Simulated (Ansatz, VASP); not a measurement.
**One calculation of BaS, two programs**

```
Ba S
1.0
     0.00000    3.12911    3.12911
     3.12911    0.00000    3.12911
     3.12911    3.12911    0.00000
Ba S
1 1
Cartesian
  0.0000 0.0000 0.0000
  3.1291 3.1291 3.1291
```

Change from the starting cell: volume scaled by 0.9405, PAW files.

Alike in both runs: task electric field gradients; functional PBE; k mesh 7 × 7 × 7; occupations fermi-dirac, width 0.01 eV; no spin polarisation.

|  | VASP | Ansatz |
| --- | --- | --- |
| version | VASP 6.6.1 | Ansatz 0.2.0 |
| potentials or method | VASP PAW PBE potentials, release 64 (Ba_sv, S) | PAW with Ansatz's default frozen-core files, scalar-relativistic |
| plane-wave cutoff (eV) | 520 | 420 |
| valence electrons in the cell | 16 | 16 |

```csv
,VASP,Ansatz,Ansatz less VASP
gap on the k mesh at the Fermi level (eV),2.05,2.17,+0.112
pressure (GPa),4.8,4.0,-0.75
```

Spin-orbit coupling is off throughout.
